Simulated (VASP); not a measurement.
# BaS (I4/mmm) in VASP: single point with PBEsol

Aim: the single point of BaS with PBEsol.

All numbers are computed with VASP 6.6.1; they aren't measurements. Logs are shortened: lines on timing, memory, paths and dates and some standing lists are left out, and cuts for length are marked.

## 1. The cell of the first run

The structure is tetragonal, space group I4/mmm (No. 139). The conventional cell has a = 4.567 Å, b = 4.567 Å, c = 6.257 Å, α = 90.00°, β = 90.00°, γ = 90.00°. Within 4.1 Å of Ba (site symmetry 4/mmm) lie 6 S at 3.13 to 3.23 Å. Within 4.1 Å of S (site symmetry 4/mmm) lie 6 Ba at 3.13 to 3.23 Å.

## 2. Single point, PBEsol (in-plane strain +0.02)

Input file INCAR:

```
SYSTEM = BaS
ALGO = Normal ; EDIFF = 1E-6
ENCUT = 520 ; GGA = PS
ISIF = 2 ; ISMEAR = 0
LASPH = .TRUE. ; LCHARG = .FALSE.
LREAL = .FALSE. ; LWAVE = .FALSE.
NBANDS = 15 ; NELM = 60
PREC = Accurate ; SIGMA = 0.01
```

Input file KPOINTS:

```
k-points
0
G
  6 6 6
  0 0 0
```

Input file POSCAR:

```
BaS
1.0
    3.2296224639      3.2296224639      0.0000000000
   -3.2296224639      3.2296224639      0.0000000000
    0.0000000000      3.2296224639      3.1283009748
Ba S
1 1
Direct
    0.0000000000      0.0000000000      0.0000000000
    0.5000000000      0.5000000000      0.0000000000
```

Potentials or basis: VASP PAW PBE potentials, release 64 (Ba_sv, S).

Launch:

```console
> cat potpaw_PBE.64/Ba_sv/POTCAR potpaw_PBE.64/S/POTCAR > POTCAR
> mpirun -np 1 vasp_std > vasp.out
```

OUTCAR:

```text
SYSTEM = BaS
   EDIFF = 1E-6
   ENCUT = 520
   GGA = PS
   ISIF = 2
   ISMEAR = 0
   LASPH = .TRUE.
   LREAL = .FALSE.
   NELM = 60
   PREC = Accurate

 ion  position               nearest neighbor table
   1  0.000  0.000  0.000-   2 3.13   2 3.13   2 3.23   2 3.23   2 3.23   2 3.23
   2  0.500  0.500  0.000-   1 3.13   1 3.13   1 3.23   1 3.23   1 3.23   1 3.23

  LATTYP: Found a body centered tetragonal cell.
 ALAT       =     4.5673758898
 C/A-ratio  =     1.3698460780

  Lattice vectors:

 A1 = (   3.2296224639,   0.0000000000,  -3.1283009748)
 A2 = (  -3.2296224639,   0.0000000000,  -3.1283009748)
 A3 = (   0.0000000000,   3.2296224639,   3.1283009748)

Analysis of symmetry for initial positions (statically):
=====================================================================
 Subroutine PRICEL returns:
 Original cell was already a primitive cell.

 Routine SETGRP: Setting up the symmetry group for a
 body centered tetragonal supercell.

 Subroutine GETGRP returns: Found 16 space group operations
 (whereof 16 operations were pure point group operations)
 out of a pool of 16 trial point group operations.

The static configuration has the point symmetry D_4h.

Analysis of symmetry for dynamics (positions and initial velocities):
=====================================================================
 Subroutine PRICEL returns:
 Original cell was already a primitive cell.

 Routine SETGRP: Setting up the symmetry group for a
 body centered tetragonal supercell.

 Subroutine GETGRP returns: Found 16 space group operations
 (whereof 16 operations were pure point group operations)
 out of a pool of 16 trial point group operations.

The dynamic configuration has the point symmetry D_4h.

 Subroutine INISYM returns: Found 16 space group operations
 (whereof 16 operations are pure point group operations),
 and found     1 'primitive' translations

----------------------------------------------------------------------------------------

                                     Primitive cell

  volume of cell :      65.2592

  direct lattice vectors                    reciprocal lattice vectors
     3.229622464  3.229622464  0.000000000     0.154816857  0.154816857 -0.159831168
    -3.229622464  3.229622464  0.000000000    -0.154816857  0.154816857 -0.159831168
     0.000000000  3.229622464  3.128300975     0.000000000  0.000000000  0.319662337

  length of vectors
     4.567375890  4.567375890  4.496301619     0.271076596  0.271076596  0.319662337

  position of ions in fractional coordinates (direct lattice)
     0.000000000  0.000000000  0.000000000
     0.500000000  0.500000000  0.000000000

  ion indices of the primitive-cell ions
   primitive index   ion index
                 1           1
                 2           2

----------------------------------------------------------------------------------------

 KPOINTS: k-points

Automatic generation of k-mesh.
 Grid dimensions read from file:
 generate k-points for:    6    6    6

 Generating k-lattice:

  Cartesian coordinates                     Fractional coordinates (reciprocal lattice)
     0.025802810  0.025802810 -0.026638528     0.166666667  0.000000000  0.000000000
    -0.025802810  0.025802810 -0.026638528     0.000000000  0.166666667  0.000000000
     0.000000000  0.000000000  0.053277056     0.000000000  0.000000000  0.166666667

  Length of vectors
     0.045179433  0.045179433  0.053277056

  Shift w.r.t. Gamma in fractional coordinates (k-lattice)
     0.000000000  0.000000000  0.000000000

 Subroutine IBZKPT returns following result:
 ===========================================

 Found     30 irreducible k-points:

 Following reciprocal coordinates:
            Coordinates               Weight
  0.000000  0.000000  0.000000      1.000000
  0.166667  0.000000 -0.000000      8.000000
  0.333333  0.000000  0.000000      8.000000
  0.500000  0.000000  0.000000      4.000000
  0.166667  0.166667 -0.000000      8.000000
  0.333333  0.166667 -0.000000     16.000000
[... 16 lines left out ...]
 -0.333333 -0.333333  0.166667      4.000000
 -0.166667 -0.333333  0.166667     16.000000
 [... further k-points ...]
   k-points           NKPTS =     30   k-points in BZ     NKDIM =     30   number of bands    NBANDS=     15
   number of dos      NEDOS =    301   number of ions     NIONS =      2
   total plane-waves  NPLWV =  46656
   dimension x,y,z NGX =    36 NGY =   36 NGZ =   36
   dimension x,y,z NGXF=    72 NGYF=   72 NGZF=   72
   ions per type =               1   1
   NGX,Y,Z   is equivalent  to a cutoff of  13.10, 13.10, 13.31 a.u.
   NGXF,Y,Z  is equivalent  to a cutoff of  26.21, 26.21, 26.62 a.u.
 SYSTEM =  BaS
   PREC   = accura    normal or accurate (medium, high low for compatibility)
   ISTART =      0    job   : 0-new  1-cont  2-samecut
   ICHARG =      2    charge: 1-file 2-atom 10-const
   ISPIN  =      1    spin polarized calculation?
   LNONCOLLINEAR =      F non collinear calculations
   LSORBIT =      F    spin-orbit coupling
   LASPH  =      T    aspherical Exc in radial PAW
   ENCUT  =  520.0 eV  38.22 Ry    6.18 a.u.   8.49  8.49  8.36*2*pi/ulx,y,z
   NELM   =     60;   NELMIN=  2; NELMDL= -5     # of ELM steps
   EDIFF  = 0.1E-05   stopping-criterion for ELM
   LREAL  =      F    real-space projection
   EDIFFG = 0.1E-04   stopping-criterion for IOM
   NSW    =      0    number of steps for IOM
   IBRION =     -1    ionic relax: 0-MD 1-quasi-New 2-CG
   NFREE  =      0    steps in history (QN), initial steepest desc. (CG)
   ISIF   =      2    stress and relaxation
   ISYM   =      2    0-nonsym 1-usesym 2-fastsym
   POTIM  = 0.5000    time-step for ionic-motion
   TEBEG  =    0.0;   TEEND  =   0.0 temperature during run
   PSTRESS=    0.0 pullay stress
   NELECT =      16.0000    total number of electrons
   NUPDOWN=      -1.0000    fix difference up-down
   EMIN   =  10.00;   EMAX   =-10.00  energy-range for DOS
   EFERMI =   0.00;   METHOD = LEGACY
   ISMEAR =     0;   SIGMA  =   0.01  broadening in eV -4-tet -1-fermi 0-gaus
   EFERMI_NEDOS =   21; number of points for ismear=-14 and -15
   IALGO  =     38    algorithm
   IMIX   =      4    mixing-type and parameters
     AMIX     =   0.40;   BMIX     =  1.00
     AMIX_MAG =   1.60;   BMIX_MAG =  1.00
  volume/ion in A,a.u.               =      32.63       220.20
  Fermi-wavevector in a.u.,A,eV,Ry     =   1.024631  1.936272 14.284330  1.049869
  Thomas-Fermi vector in A             =   2.158428
   LORBIT       =      0    0 simple, 1 ext, 2 COOP (PROOUT), +10 PAW based schemes
   GGA     = PS    functional components
   LHFCALC =     F    Hartree Fock is set to
   AEXX    =    0.0000 exact exchange contribution
   IVDW    =     0    specifies the selected vdW correction
   LEPSILON=     F    determine dielectric tensor
   LRPA    =     F    only Hartree local field effects (RPA)
 non-spin polarized calculation
 Gauss-broadening in eV      SIGMA  =   0.01
  energy-cutoff  :      520.00
  volume of cell :       65.26
 maximum number of plane-waves:      1779
 NGX is ok and might be reduce to    36
   NGX = 17   NGY = 17   NGZ = 17

 number of electron      16.0000001 magnetization

 Free energy of the ion-electron system (eV)
  ---------------------------------------------------
  ext. energy  EPLUGINS =         0.00000000
  ---------------------------------------------------
  free energy    TOTEN  =       -10.70569124 eV

  energy without entropy =      -10.70569124  energy(sigma->0) =      -10.70569124

 E-fermi :   1.4845     XC(G=0):  -8.8142

 val. band max:        1.4122301011   @ k =   0.0000   0.0000   0.0000
 cond. band min:       3.3033468117   @ k =   0.0000   0.0000   0.5000
 fundamental gap:      1.8911167106
 Fermi energy:         1.4845421550

 k-point     1 :       0.0000    0.0000    0.0000
  band No.  band energies     occupation
      1     -24.7035      2.00000
      2      -9.7537      2.00000
      3      -9.7448      2.00000
      4      -9.7448      2.00000
      5      -9.0180      2.00000
      6       1.2987      2.00000
      7       1.2987      2.00000
      8       1.4122      2.00000
      9       4.6947      0.00000
     10       5.0459      0.00000
     11       5.0459      0.00000
     12       5.2722      0.00000
     13       5.9737      0.00000
     14       6.2159      0.00000
     15       9.8505      0.00000

 k-point     2 :       0.1667    0.0000   -0.0000
  band No.  band energies     occupation
      1     -24.6922      2.00000
      2     -10.2192      2.00000
      3      -9.7589      2.00000
      4      -9.7564      2.00000
      5      -8.5221      2.00000
      6       0.6536      2.00000
      7       0.9615      2.00000
      8       1.0094      2.00000
      9       5.1252      0.00000
     10       5.4773      0.00000
     11       5.5924      0.00000
     12       5.7035      0.00000
     13       6.7333      0.00000
     14       7.0422      0.00000
     15      10.9300      0.00000

 k-point     3 :       0.3333    0.0000    0.0000
  band No.  band energies     occupation
      1     -24.6694      2.00000
      2     -10.7272      2.00000
      3      -9.7867      2.00000
      4      -9.7688      2.00000
      5      -7.9585      2.00000
      6      -0.2811      2.00000
      7       0.4459      2.00000
      8       0.4460      2.00000
      9       5.6876      0.00000
     10       6.6214      0.00000
     11       6.6434      0.00000
     12       7.1703      0.00000
     13       8.4465      0.00000
     14       8.8396      0.00000
     15      11.5641      0.00000

 k-point     4 :       0.5000    0.0000    0.0000
  band No.  band energies     occupation
      1     -24.6579      2.00000
      2     -10.9175      2.00000
      3      -9.8004      2.00000
      4      -9.7749      2.00000
      5      -7.7372      2.00000
      6      -0.6591      2.00000
      7       0.2169      2.00000
      8       0.2351      2.00000
      9       6.7954      0.00000
     10       6.8492      0.00000
     11       7.5635      0.00000
     12       7.6358      0.00000
     13      10.0421      0.00000
     14      10.1190      0.00000
     15      10.2853      0.00000
[... 307 lines left out ...]
 k-point    22 :      -0.1667    0.5000    0.1667
  band No.  band energies     occupation
      1     -24.6557      2.00000
      2     -10.5066      2.00000
      3      -9.9793      2.00000
      4      -9.8666      2.00000
      5      -8.2861      2.00000
      6       0.0146      2.00000
      7       0.5061      2.00000
      8       1.0392      2.00000
      9       4.6606      0.00000
     10       6.8422      0.00000
     11       7.4574      0.00000
     12       7.6287      0.00000
     13       8.4569      0.00000
     14       9.9760      0.00000
     15      10.2728      0.00000

 k-point    23 :      -0.3333   -0.3333    0.1667
  band No.  band energies     occupation
      1     -24.6448      2.00000
      2     -10.1861      2.00000
      3     -10.1727      2.00000
      4     -10.0355      2.00000
      5      -8.5268      2.00000
      6       0.4285      2.00000
      7       0.7381      2.00000
      8       1.0442      2.00000
      9       4.3967      0.00000
     10       6.6762      0.00000
     11       7.5995      0.00000
     12       8.2148      0.00000
     13       8.9150      0.00000
     14       9.3495      0.00000
     15      11.0772      0.00000

 k-point    24 :      -0.1667   -0.3333    0.1667
  band No.  band energies     occupation
      1     -24.6469      2.00000
      2     -10.5406      2.00000
      3     -10.0292      2.00000
      4      -9.9194      2.00000
      5      -8.2471      2.00000
      6       0.0402      2.00000
      7       0.6150      2.00000
      8       0.7331      2.00000
      9       5.6255      0.00000
     10       5.7418      0.00000
     11       7.9507      0.00000
     12       8.3428      0.00000
     13       8.7213      0.00000
     14      10.5482      0.00000
     15      10.5987      0.00000

 [... further k-points ...]
[... 5 lines left out ...]
  --------------------------------------------------------------------------------------
  -------------------------------------------------------------------------------------
  Total       -0.5726301     -0.5726301      0.5652843      0.0000000     -0.0000000      0.0000000
  in kB      -14.0586213    -14.0586213     13.8782751      0.0000000     -0.0000000      0.0000000
  external PRESSURE =      -4.7463225 kB  Pullay stress =       0.0000000 kB

 VOLUME and BASIS-vectors are now :
 -----------------------------------------------------------------------------
  energy-cutoff  :      520.00
  volume of cell :       65.26
      direct lattice vectors                 reciprocal lattice vectors
     3.229622464  3.229622464  0.000000000     0.154816857  0.154816857 -0.159831168
    -3.229622464  3.229622464  0.000000000    -0.154816857  0.154816857 -0.159831168
     0.000000000  3.229622464  3.128300975     0.000000000  0.000000000  0.319662337

 POSITION                                       TOTAL-FORCE (eV/Angst)
 -----------------------------------------------------------------------------------
      0.00000      0.00000      0.00000         0.000000      0.000000      0.000000
      0.00000      3.22962      0.00000        -0.000000     -0.000000      0.000000
 -----------------------------------------------------------------------------------
    total drift:                               -0.000000      0.000000     -0.000000

  FREE ENERGIE OF THE ION-ELECTRON SYSTEM (eV)
  ---------------------------------------------------
  free  energy   TOTEN  =       -10.7056912425 eV

  energy  without entropy=      -10.7056912425  energy(sigma->0) =      -10.70569124
```

Run time: 33 s. Hardware: 1 thread of Intel Xeon 6975P-C, shared host; peak memory 0.21 GiB.

Results:

| Quantity | Value |
| --- | --- |
| Free energy | -10.7057 eV |
| Pressure | -0.5 GPa |
| Band gap on the k mesh | 1.89 eV, indirect (least direct gap 2.05 eV) |

Caveat: the cell differs from its parent crystal (in-plane strain +0.02); the PAW data sets were made with another functional, which shifts forces and pressure a little; spin-orbit coupling is left out, which moves the levels of the heavy elements. A k mesh can miss the band edges.
